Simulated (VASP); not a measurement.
Rh:

```
Rh
1.0
     2.28079   -3.40424    0.00000
     2.28079    3.40424    0.00000
     0.00000    0.00000    5.15628
Rh
5
Direct
  0.50000 0.00000 0.25000
  0.00000 0.50000 0.75000
  0.00000 0.50000 0.25000
  0.50000 0.00000 0.75000
  0.00000 0.00000 0.00000
```

* Program: VASP 6.6.1
* Task: relaxation of cell and atoms
* Functional: PBE
* Potentials or basis: VASP PAW PBE potentials, release 64 (Rh_pv)
* Cutoff: 600 eV
* k mesh: 4 × 4 × 4
* Occupations: gaussian, width 0.1 eV
* Spin: no spin polarisation

At the start: pressure 38.5 GPa; volume 16.01 Å³/atom.

How do energy, volume and symmetry change on relaxing?

Over 27 steps the energy falls by 727.6 meV/atom and the volume is 16.49 Å³/atom (+3.0 %); space group Cmmm (No. 65, to 0.1 Å) before, P4/mmm (No. 123, to 0.1 Å).

Step by step:
```tsv
step	energy change (eV)	largest force (eV/Å)	pressure (GPa)	volume (Å³)
1	0.0000	2.3473	38.51	80.07
2	2.3416	0.0043	-22.55	132.76
3	-1.7479	0.4684	-6.04	96.44
4	-1.7777	0.5707	-3.60	94.78
5	-1.7810	0.6223	-2.30	94.01
6	-1.9502	0.2856	0.06	91.69
7	-1.9606	0.0909	1.12	90.97
8	-2.0586	0.0628	-1.21	91.38
9	-2.1413	0.3399	-3.37	91.72
10	-2.2099	1.0982	-5.59	91.93
11	-2.1923	0.6785	-4.85	91.91
12	-2.2204	0.6934	-4.97	91.77
13	-2.3063	0.7503	-5.20	91.33
14	-2.4756	0.8934	-5.08	90.28
15	-2.6869	1.1300	-1.81	87.50
16	-2.8283	0.6044	-1.84	86.88
17	-2.9619	0.2942	-0.42	85.38
18	-3.0444	0.3632	-0.79	85.21
19	-3.2663	0.5421	-1.36	84.60
20	-3.4649	0.7520	0.34	82.95
21	-3.4679	0.7503	-0.16	83.19
22	-3.5381	0.4507	-0.05	82.91
23	-3.5891	0.0678	0.69	82.43
24	-3.6350	0.0438	-1.07	82.95
25	-3.6357	0.0445	-1.24	83.01
26	-3.6348	0.0235	1.50	81.78
27	-3.6382	0.0351	0.00	82.44
```

Final structure:
```
CELL_PARAMETERS angstrom
2.58005 -2.57977 0.00000
2.58005 2.57977 0.00000
0.00000 0.00000 6.19289
ATOMIC_POSITIONS crystal
Rh 0.50000 0.00000 0.30317
Rh 0.00000 0.50000 0.69683
Rh 0.00000 0.50000 0.30317
Rh 0.50000 0.00000 0.69683
Rh 0.00000 0.00000 0.00000
```

Caveat: the k points lie up to 0.43 Å⁻¹ apart in the final cell, too coarse for converged energies and pressures of a metal; a cell axis changed by over 15 % at a fixed basis, so the end point is rough.
